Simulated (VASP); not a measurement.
Here is a VASP 6.6.1 calculation.

INCAR

```
ALGO = Fast
EDIFF = 1E-6
ENCUT = 520
GGA = CA
ISIF = 2
ISMEAR = 0
LASPH = T
LCHARG = F
LREAL = F
LWAVE = F
NBANDS = 22
NELM = 80
PREC = Accurate
SIGMA = 0.1
```

Contents of KPOINTS:

```
k-points
0
Gamma
  16 16 16
```

File POSCAR:

```
Bi
1.0
    2.2463797380      1.2969479464      3.8324992495
   -2.2463797380      1.2969479464      3.8324992495
    0.0000000000     -2.5938958929      3.8324992495
Bi
2
Direct
    0.2373128315      0.2373128315      0.2373128315
    0.7626871685      0.7626871685      0.7626871685
```

Potentials or basis: VASP PAW LDA potentials, release 64 (Bi_d).

Run with:

```console
$ cat potpaw_LDA.64/Bi_d/POTCAR > POTCAR
$ mpirun -np 1 vasp_std > vasp.out
```

Task: Predict the band gap on the k mesh.

Result: Zero (band 15 reaches 6.64 eV, above the bottom of band 16 at 6.42 eV).

Task: What does it give for the pressure?

Result: 0.1 GPa.

Forces on the atoms (eV/Å):
```
Bi   0.000  0.000  0.021
Bi   0.000  0.000 -0.021
```

Caveat: spin-orbit coupling is left out, which moves the levels of the heavy elements.
